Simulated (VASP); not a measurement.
Write the native input for VASP 6.6.1 that does the following.

* Task: single point
* Functional: PBEsol
* Potentials or basis: VASP PAW PBE potentials, release 64 (Na_pv)
* Cutoff: 520 eV
* k mesh: 16 × 16 × 16
* Occupations: gaussian, width 0.15 eV
* Spin: no spin polarisation
* Dipole correction: no
* Further INCAR settings: ALGO = Fast; EDIFF = 1e-07; NBANDS = 10

The structure of Na lies in POSCAR:

```
Na
1.0
   -2.0116250000      2.0116250000      2.0116250000
    2.0116250000     -2.0116250000      2.0116250000
    2.0116250000      2.0116250000     -2.0116250000
Na
1
Direct
    0.0000000000      0.0000000000      0.0000000000
```

This cell differs from its parent crystal: strain -0.050 along x and y, -0.050 along z.

The input as run:

INCAR

```
ALGO = Fast ; EDIFF = 1E-7
ENCUT = 520 ; GGA = PS
ISIF = 2 ; ISMEAR = 0
LASPH = True ; LCHARG = True
LELF = True ; LREAL = False
LVHAR = True ; LWAVE = False
NBANDS = 10 ; NELM = 60
PREC = Accurate ; SIGMA = 0.15
```

KPOINTS

```
k-points
0
Gamma
  16 16 16
```

Potentials or basis: VASP PAW PBE potentials, release 64 (Na_pv).

Command:

```sh
$ cat potpaw_PBE.64/Na_pv/POTCAR > POTCAR
$ mpirun -np 1 vasp_std > vasp.out
```

It gave:

```yaml
Pressure: 1.0 GPa
Band_gap_on_the_k_mesh: zero (an odd number of electrons rules out a gap without spin polarisation)
```

Caveat: the cell differs from its parent crystal (strain -0.050 along x and y, -0.050 along z); the PAW data sets were made with another functional, which shifts forces and pressure a little.

Wall time 74 s on 1 thread of Intel Xeon 8259CL, with other jobs on the host, peak memory 0.17 GiB.
